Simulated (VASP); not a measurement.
# MoS2 (P6_3/mmc) in VASP: further runs, part 2 of 2

VASP 6.6.1. Earlier steps stand in the parts before.

**3. Single point, PBEsol**

This run uses another cell than the first one, of the same volume but with other edges.

Input file INCAR:

```
SYSTEM = MoS2
PREC = Accurate
ENCUT = 520
EDIFF = 1E-7
ISMEAR = 1
SIGMA = 0.109
LREAL = .False.
LASPH = .True.
NELM = 80
ALGO = Normal
ISIF = 2
LWAVE = .False.
LCHARG = .False.
GGA = PS
NBANDS = 35
```

Input file KPOINTS:

```
Automatic mesh
0
Gamma
  12 12 2
  0 0 0
```

Input file POSCAR:

```
MoS2
1.0
    3.0788000000      0.0000000000      0.0000000000
   -1.5394000000      2.6663190132      0.0000000000
    0.0000000000      0.0000000000     11.9418000000
Mo S
2 4
Direct
    0.3333333333      0.6666666667      0.2500000000
    0.6666666667      0.3333333333      0.7500000000
    0.3333333333      0.6666666667      0.6259932117
    0.6666666667      0.3333333333      0.1259932117
    0.3333333333      0.6666666667      0.8740067883
    0.6666666667      0.3333333333      0.3740067883
```

Potentials or basis: VASP PAW PBE potentials, release 64 (Mo_sv, S).

Run with:

```console
cat potpaw_PBE.64/Mo_sv/POTCAR potpaw_PBE.64/S/POTCAR > POTCAR
mpirun -np 1 vasp_std > vasp.out
```

OUTCAR:

```text
SYSTEM = MoS2
   PREC = Accurate
   ENCUT = 520
   EDIFF = 1E-7
   ISMEAR = 1
   LREAL = .False.
   LASPH = .True.
   NELM = 80
   ISIF = 2
   GGA = PS

 ion  position               nearest neighbor table
   1  0.333  0.667  0.250-   4 2.31   6 2.31   4 2.31   6 2.31   4 2.31   6 2.31
   2  0.667  0.333  0.750-   3 2.31   5 2.31   3 2.31   5 2.31   3 2.31   5 2.31
   3  0.333  0.667  0.626-   2 2.31   2 2.31   2 2.31
   4  0.667  0.333  0.126-   1 2.31   1 2.31   1 2.31
   5  0.333  0.667  0.874-   2 2.31   2 2.31   2 2.31
   6  0.667  0.333  0.374-   1 2.31   1 2.31   1 2.31

  LATTYP: Found a hexagonal cell.
 ALAT       =     3.0788000000
 C/A-ratio  =     3.8787189814

  Lattice vectors:

 A1 = (   3.0788000000,   0.0000000000,   0.0000000000)
 A2 = (  -1.5394000000,   2.6663190132,   0.0000000000)
 A3 = (   0.0000000000,   0.0000000000,  11.9418000000)

Analysis of symmetry for initial positions (statically):
=====================================================================
 Subroutine PRICEL returns:
 Original cell was already a primitive cell.

 Routine SETGRP: Setting up the symmetry group for a
[... 183 lines left out ...]
 fundamental gap:      0.7793044249
 Fermi energy:         8.9163906014

 k-point     1 :       0.0000    0.0000    0.0000
  band No.  band energies     occupation
      1     -52.7520      2.00000
      2     -52.7520      2.00000
      3     -27.0541      2.00000
      4     -27.0539      2.00000
      5     -26.7193      2.00000
      6     -26.7193      2.00000
[... 901 lines left out ...]
     34      12.6121      0.00000
     35      15.3669      0.00000

 [... further k-points ...]

------------------------ aborting loop because EDIFF is reached ----------------------------------------

  FORCE on cell =-STRESS in cart. coord.  units (eV):
  Direction    XX          YY          ZZ          XY          YZ          ZX
  --------------------------------------------------------------------------------------
  -------------------------------------------------------------------------------------
  Total        9.1703957      9.1703957     13.8636495     -0.0000000     -0.0000000      0.0000000
  in kB      149.8770994    149.8770994    226.5816684     -0.0000000     -0.0000000      0.0000000
  external PRESSURE =     175.4452890 kB  Pullay stress =       0.0000000 kB

 VOLUME and BASIS-vectors are now :
 -----------------------------------------------------------------------------
  energy-cutoff  :      520.00
  volume of cell :       98.03
      direct lattice vectors                 reciprocal lattice vectors
     3.078800000  0.000000000  0.000000000     0.324801871  0.187524448  0.000000000
    -1.539400000  2.666319013  0.000000000     0.000000000  0.375048895  0.000000000
     0.000000000  0.000000000 11.941800000     0.000000000  0.000000000  0.083739470

 POSITION                                       TOTAL-FORCE (eV/Angst)
 -----------------------------------------------------------------------------------
     -0.00000      1.77755      2.98545        -0.000000     -0.000000      0.000000
      1.53940      0.88877      8.95635         0.000000     -0.000000      0.000000
     -0.00000      1.77755      7.47549         0.000000     -0.000000     -2.202955
      1.53940      0.88877      1.50459        -0.000000      0.000000     -2.202955
     -0.00000      1.77755     10.43721         0.000000     -0.000000      2.202955
      1.53940      0.88877      4.46631        -0.000000      0.000000      2.202955
 -----------------------------------------------------------------------------------
    total drift:                                0.000000     -0.000000      0.000000

  FREE ENERGIE OF THE ION-ELECTRON SYSTEM (eV)
  ---------------------------------------------------
  free  energy   TOTEN  =       -46.3780182800 eV

  energy  without entropy=      -46.3780408615  energy(sigma->0) =      -46.37802581
```

stdout:

```text
POSCAR found type information on POSCAR MoS
 POSCAR found :  2 types and       6 ions
 scaLAPACK will be used
 -----------------------------------------------------------------------------
|                                                                             |
|                                                                             |
|     You enforced a specific xc type in the INCAR file but a different       |
|     I HOPE YOU KNOW WHAT YOU ARE DOING!                                     |
|                                                                             |
 -----------------------------------------------------------------------------

 LDA part: xc-table for (Slater+PW92), standard interpolation
 POSCAR, INCAR and KPOINTS ok, starting setup
 FFT: planning ... GRIDC
 FFT: planning ... GRID_SOFT
 FFT: planning ... GRID
 WAVECAR not read
 entering main loop
```

Wall time 1.7 min (1 thread of AMD EPYC 7R13 (Zen 3), shared host); peak memory 0.24 GiB.

What came out:

```
Free energy            : -46.3780 eV
Pressure               : 17.5 GPa
Largest force          : 2.203 eV/Å
Band gap on the k mesh : 0.78 eV (least direct gap 1.77 eV)
```

Forces in eV/Å, atoms in the order of the input:
```
Mo   0.000  0.000  0.000
Mo   0.000  0.000  0.000
S    0.000  0.000 -2.203
S    0.000  0.000 -2.203
S    0.000  0.000  2.203
S    0.000  0.000  2.203
```

Stress tensor (GPa, compression positive):
```
14.99  0.00  0.00
 0.00 14.99  0.00
 0.00  0.00 22.66
```

Caveat: the cell stands under pressure; the PAW data sets were made with another functional, which shifts forces and pressure a little; this functional lacks dispersion, which binds the layers, so the pressure and a relaxed spacing across them are unreliable.

**4. Single point, PBEsol**

This run uses another cell than the first one, of the same volume but with other edges.

Input file INCAR:

```
SYSTEM = MoS2
PREC = Accurate ; ENCUT = 520
EDIFF = 1E-6 ; ISMEAR = 1
SIGMA = 0.156 ; LREAL = .False.
LASPH = .True. ; NELM = 60
ALGO = Normal ; ISIF = 2
LWAVE = .False. ; LCHARG = .False.
GGA = PS ; NBANDS = 35
```

KPOINTS is that of step 3.

POSCAR: that of step 3 with these lines changed.

```diff
@@ -2,5 +2,5 @@
 1.0
-    3.0788000000      0.0000000000      0.0000000000
-   -1.5394000000      2.6663190132      0.0000000000
-    0.0000000000      0.0000000000     11.9418000000
+    3.0160000000      0.0000000000      0.0000000000
+   -1.5080000000      2.6119326178      0.0000000000
+    0.0000000000      0.0000000000     12.4446000000
 Mo S
```

Run with:

```console
cat potpaw_PBE.64/Mo_sv/POTCAR potpaw_PBE.64/S/POTCAR > POTCAR
mpirun -np 1 vasp_std > vasp.out
```

It took 87 s on 1 thread of AMD EPYC 7R13 (Zen 3), shared host; peak memory 0.24 GiB.

Results (log left out):

```yaml
Free_energy: -46.4181 eV
Pressure: 16.8 GPa
Largest_force: 1.324 eV/Å
Band_gap_on_the_k_mesh: 1.08 eV (least direct gap 2.16 eV)
```

Forces on the atoms (eV/Å):
```
Mo   0.000  0.000  0.000
Mo   0.000  0.000  0.000
S    0.000  0.000 -1.324
S    0.000  0.000 -1.324
S    0.000  0.000  1.324
S    0.000  0.000  1.324
```

Stress tensor (GPa, compression positive):
```
18.32  0.00  0.00
 0.00 18.32  0.00
 0.00  0.00 13.71
```

Levels at points of the mesh, in eV from the valence-band top:
| k point | band 24 | band 25 | band 26 | band 27 | band 28 | band 29 |
| --- | --- | --- | --- | --- | --- | --- |
| (0.00, 0.00, 0.00) | -1.41 | -1.41 | 0.00 | 2.80 | 2.80 | 2.82 |
| (0.50, 0.00, 0.00) | -1.22 | -1.20 | -1.06 | 2.42 | 2.46 | 2.66 |
| (0.00, 0.00, 0.50) | -1.84 | -0.37 | -0.37 | 2.81 | 2.81 | 2.81 |
| (0.50, 0.00, 0.50) | -1.21 | -1.14 | -1.14 | 2.44 | 2.44 | 2.86 |

Caveat: the cell stands under pressure; the PAW data sets were made with another functional, which shifts forces and pressure a little; this functional lacks dispersion, which binds the layers, so the pressure and a relaxed spacing across them are unreliable. As with any semilocal functional, this PBEsol gap is likely too small.

**5. Single point, PBEsol**

This run uses another cell than the first one, of 16.49 Å³/atom.

Input file INCAR:

```
ALGO = Normal
EDIFF = 1E-6
ENCUT = 520
GGA = PS
ISIF = 2
ISMEAR = 1
LASPH = True
LCHARG = True
LELF = True
LREAL = False
LVHAR = True
LWAVE = False
NBANDS = 35
NELM = 80
PREC = Accurate
SIGMA = 0.2
```

Input file KPOINTS:

```
k-points
0
Gamma
  12 12 2
```

POSCAR: that of step 4 with these lines changed.

```diff
@@ -2,5 +2,5 @@
 1.0
-    3.0160000000      0.0000000000      0.0000000000
-   -1.5080000000      2.6119326178      0.0000000000
-    0.0000000000      0.0000000000     12.4446000000
+    2.9846000000      0.0000000000      0.0000000000
+   -1.4923000000      2.5847394201      0.0000000000
+    0.0000000000      0.0000000000     12.8217000000
 Mo S
```

Run with:

```console
cat potpaw_PBE.64/Mo_sv/POTCAR potpaw_PBE.64/S/POTCAR > POTCAR
mpirun -np 1 vasp_std > vasp.out
```

Wall time 93 s (1 thread of AMD EPYC 7R13 (Zen 3), shared host); peak memory 0.24 GiB.

The run converged. Its results:

| Quantity | Value |
| --- | --- |
| Free energy | -46.3581 eV |
| Pressure | 14.4 GPa |
| Largest force | 0.569 eV/Å |
| Band gap on the k mesh | 1.27 eV (least direct gap 2.13 eV) |

Forces in eV/Å, atoms in the order of the input:
```
Mo   0.000  0.000  0.000
Mo   0.000  0.000  0.000
S    0.000  0.000 -0.569
S    0.000  0.000 -0.569
S    0.000  0.000  0.569
S    0.000  0.000  0.569
```

Stress tensor (GPa, compression positive):
```
18.78  0.00  0.00
 0.00 18.78  0.00
 0.00  0.00  5.72
```

Levels at points of the mesh, in eV from the valence-band top:
```
           k point  band 24  band 25  band 26  band 27  band 28  band 29
(0.00, 0.00, 0.00)    -1.18    -1.18    -0.02     3.26     3.26     3.28
(0.50, 0.00, 0.00)    -0.86    -0.64    -0.51     2.98     2.99     3.01
(0.00, 0.00, 0.50)    -1.19    -0.38    -0.38     3.27     3.27     3.27
(0.50, 0.00, 0.50)    -0.87    -0.58    -0.58     3.00     3.00     3.19
```

Caveat: the cell stands under pressure; the PAW data sets were made with another functional, which shifts forces and pressure a little; this functional lacks dispersion, which binds the layers, so the pressure and a relaxed spacing across them are unreliable. A k mesh can miss the band edges.

**6. Summary**

| cell | smearing | gap on the mesh (eV) | pressure (GPa) | largest force (eV/Å) |
| --- | --- | --- | --- | --- |
| a = 3.047, b = 3.047, c = 12.193 Å, angles 90.0, 90.0, 120.0°, 6 atoms | methfessel-paxton 0.133 eV | 0.93 | 17.1 | 1.75 |
| a = 3.079, b = 3.079, c = 11.942 Å, angles 90.0, 90.0, 120.0°, 6 atoms | methfessel-paxton 0.109 eV | 0.78 | 17.5 | 2.20 |
| a = 3.016, b = 3.016, c = 12.445 Å, angles 90.0, 90.0, 120.0°, 6 atoms | methfessel-paxton 0.156 eV | 1.08 | 16.8 | 1.32 |
| a = 2.985, b = 2.985, c = 12.822 Å, angles 90.0, 90.0, 120.0°, 6 atoms | methfessel-paxton 0.2 eV | 1.27 | 14.4 | 0.57 |

Alike in all rows: task single point; level PBEsol; potentials or basis VASP PAW PBE potentials, release 64 (Mo_sv, S); no spin polarisation; k mesh 12 × 12 × 2; cutoff (eV) 520.

Caveats: the cell stands under pressure; the PAW data sets were made with another functional, which shifts forces and pressure a little; this functional lacks dispersion, which binds the layers, so the pressure and a relaxed spacing across them are unreliable.

Total energies depend on the potentials used, so only differences within one code and one set of settings carry meaning.
